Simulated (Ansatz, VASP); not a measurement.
Ca3SbP in VASP and in Ansatz

Contents of INCAR:

```
PREC     = Accurate       # precision mode
ENCUT    = 520            # plane-wave cutoff, eV
EDIFF    = 1E-6           # SCF threshold, eV
ISMEAR   = 0              # smearing method
SIGMA    = 0.05           # smearing width, eV
LREAL    = False          # projectors in reciprocal space
LASPH    = True           # aspherical terms in the spheres
NELM     = 80             # most SCF steps
ALGO     = Normal         # electronic algorithm
ISIF     = 2              # what is computed and relaxed
LWAVE    = False          # write WAVECAR
LCHARG   = False          # write CHGCAR
GGA      = CA             # functional
NBANDS   = 28             # bands
```

The input KPOINTS:

```
regular mesh
0
Gamma
  6 6 6
```

Contents of POSCAR:

```
Ca3SbP
1.0
    5.3829083819      0.0000000000      0.0000000000
    0.0000000000      5.3829083819      0.0000000000
    0.0000000000      0.0000000000      5.3829083819
Ca Sb P
3 1 1
Direct
   -0.0086120789      0.5000000000      0.5000000000
    0.4657248486      0.0000000000      0.5000000000
    0.4657248486      0.5000000000      0.0000000000
    0.0263291015      0.0000000000      0.0000000000
    0.4963415017      0.5000000000      0.5000000000
```

Input for Ansatz:

```yaml
crystal:
  lattice:
    - [5.3829083819, 0.0, 0.0]
    - [0.0, 5.3829083819, 0.0]
    - [0.0, 0.0, 5.3829083819]
  atoms:
    - { symbol: Ca, position: [-0.0086120789, 0.5, 0.5] }
    - { symbol: Ca, position: [0.4657248486, 0.0, 0.5] }
    - { symbol: Ca, position: [0.4657248486, 0.5, 0.0] }
    - { symbol: Sb, position: [0.0263291015, 0.0, 0.0] }
    - { symbol: P, position: [0.4963415017, 0.5, 0.5] }
basis:
  ecutwfc: 420
kpoints:
  mp_grid: { grid: [6, 6, 6] }
hamiltonian:
  xc: lda
scf:
  occupations: { method: gaussian, width: 0.05 }
output:
  forces: true
  stress: true
  eigenvalues: true
```

Change from the starting cell: mode 1 frozen in at -0.180 Å, equal normal strain along x, y and z +0.0250.

Alike in both runs: task single point; functional LDA; k mesh 6 × 6 × 6; occupations gaussian, width 0.05 eV; no spin polarisation.

|  | VASP | Ansatz |
| --- | --- | --- |
| version | VASP 6.6.1 | Ansatz 0.2.0 |
| potentials or method | VASP PAW LDA potentials, release 64 (Ca_sv, Sb, P), cutoff 520 eV | scalar-relativistic, plane waves, PAW |
| valence electrons in the cell | 40 | 50 |

Ansatz gave:

| Property | Result |
| --- | --- |
| gap on the k mesh at the Fermi level (eV) | 0.68 |
| least direct gap on the mesh (eV) | 0.68 |
| pressure (GPa) | -2.6 |
| traceless stress, the component that is largest in VASP (GPa) | 0.45 |
| rms of the force components (eV/Å) | 0.036 |

Question: What did VASP give for the same quantities?

Answer: gap on the k mesh at the Fermi level (eV): 0.70; least direct gap on the mesh (eV): 0.70; pressure (GPa): -2.5; traceless stress, the component that is largest in VASP (GPa): 0.45; rms of the force components (eV/Å): 0.034.

LDA's correlation is that of Perdew and Zunger in VASP and of Perdew and Wang (1992) in Ansatz. Atom by atom the forces differ by 0.002 eV/Å (rms over components). VASP's potentials hold 40 valence electrons a cell and Ansatz's 50, so a difference there can come from the potentials and not from the codes.

Spin-orbit coupling is off throughout.
